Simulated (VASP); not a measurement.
A run of VASP 6.6.1 is set up as follows.

INCAR

```
PREC = Accurate
ENCUT = 520
EDIFF = 1E-7
ISMEAR = 0
SIGMA = 0.1
LREAL = False
LASPH = True
NELM = 80
ALGO = Normal
ISIF = 2
LWAVE = False
LCHARG = False
GGA = PE
NBANDS = 41
```

File KPOINTS:

```
regular mesh
0
Gamma
  4 4 6
```

File POSCAR:

```
Nb2O
1.0
    5.2305573816      0.0000000000      0.0000000000
    0.0000000000      5.5671594777      0.0000000000
    0.0000000000      0.0000000000      2.8224785734
Nb O
4 2
Direct
    0.2211137904      0.3252964178      0.0000000000
    0.7788862096      0.6747035822      0.0000000000
    0.7211137904      0.1747035822      0.5000000000
    0.2788862096      0.8252964178      0.5000000000
    0.0000000000      0.0000000000      0.0000000000
    0.5000000000      0.5000000000      0.5000000000
```

Potentials or basis: VASP PAW PBE potentials, release 64 (Nb_sv, O).

Run with:

```sh
$ cat potpaw_PBE.64/Nb_sv/POTCAR potpaw_PBE.64/O/POTCAR > POTCAR
$ mpirun -np 1 vasp_std > vasp.out
```

Q: Predict the largest force.

A: 0.011 eV/Å.

Q: What does it give for the band gap on the k mesh?

A: Zero (band 32 reaches 12.51 eV, above the bottom of band 33 at 11.63 eV).

Q: Predict the pressure.

A: -0.5 GPa.

Forces in eV/Å, atoms in the order of the input:
```
Nb  -0.002 -0.011  0.000
Nb   0.002  0.011  0.000
Nb  -0.002  0.011  0.000
Nb   0.002 -0.011  0.000
O    0.000  0.000  0.000
O    0.000  0.000  0.000
```

Caveat: the k points lie up to 0.37 Å⁻¹ apart.
